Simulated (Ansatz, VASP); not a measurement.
**Two plane-wave programs on MoN2**

Contents of INCAR:

```
ALGO = Normal ; EDIFF = 1E-6
EDIFFG = -0.01 ; ENCUT = 600
GGA = PS ; IBRION = 2
ISIF = 3 ; ISMEAR = -1
LASPH = T ; LCHARG = F
LREAL = F ; LWAVE = F
NELM = 80 ; NSW = 60
PREC = Accurate ; SIGMA = 0.05
```

KPOINTS

```
k-points
0
Gamma
  6 6 10
```

POSCAR

```
MoN2
1.0
    4.3480530000      0.0000000000      0.0000000000
    0.0000000000      4.3480530000      0.0000000000
    0.0000000000      0.0000000000      2.7674600000
Mo N
2 4
Direct
    0.0000000000      0.0000000000      0.0000000000
    0.5000000000      0.5000000000      0.0000000000
    0.6116470000      0.8883530000      0.5000000000
    0.3883530000      0.1116470000      0.5000000000
    0.1116470000      0.6116470000      0.5000000000
    0.8883530000      0.3883530000      0.5000000000
```

File input.yaml:

```yaml
crystal:
  lattice:
    - [4.348053, 0.0, 0.0]
    - [0.0, 4.348053, 0.0]
    - [0.0, 0.0, 2.76746]
  atoms:
    - { symbol: Mo, position: [0.0, 0.0, 0.0] }
    - { symbol: Mo, position: [0.5, 0.5, 0.0] }
    - { symbol: "N", position: [0.611647, 0.888353, 0.5] }
    - { symbol: "N", position: [0.388353, 0.111647, 0.5] }
    - { symbol: "N", position: [0.111647, 0.611647, 0.5] }
    - { symbol: "N", position: [0.888353, 0.388353, 0.5] }
hamiltonian:
  xc: pbesol
  pseudopotentials: { kind: paw }
kpoints:
  mp_grid: { grid: [6, 6, 10] }
scf:
  occupations: { method: fermi_dirac, width: 0.05 }
output:
  forces: true
  stress: true
  eigenvalues: true
relax:
  f_tol: 0.01
  max_steps: 40
  cell: { stress_tol: 0.05 }
```

Alike in both runs: task relaxation of cell and atoms; functional PBEsol; k mesh 6 × 6 × 10; occupations fermi-dirac, width 0.05 eV; no spin polarisation.

|  | VASP | Ansatz |
| --- | --- | --- |
| version | VASP 6.6.1 | Ansatz 0.2.0 |
| potentials or method | VASP PAW PBE potentials, release 64 (Mo_sv, N) | Ansatz PAW |
| plane-wave cutoff (eV) | 600 | 420 |
| valence electrons in the cell | 48 | 48 |

```tsv
	VASP	Ansatz	Ansatz less VASP
gap on the k mesh at the Fermi level, each at its own relaxed structure (eV)	none	none	-
relaxed volume (Å³/atom)	8.36	8.36	-0.005
relaxed cell length with the largest relative difference (Å)	4.291	4.290	-0.0013
```

VASP's potentials were made for PBE, not for PBEsol. A gap of «none» marks a metal or a gap that the smearing closes.

Noted on Ansatz's run: the plane-wave basis is chosen anew once the cell has moved, so the energies of steps on either side of that aren't comparable.
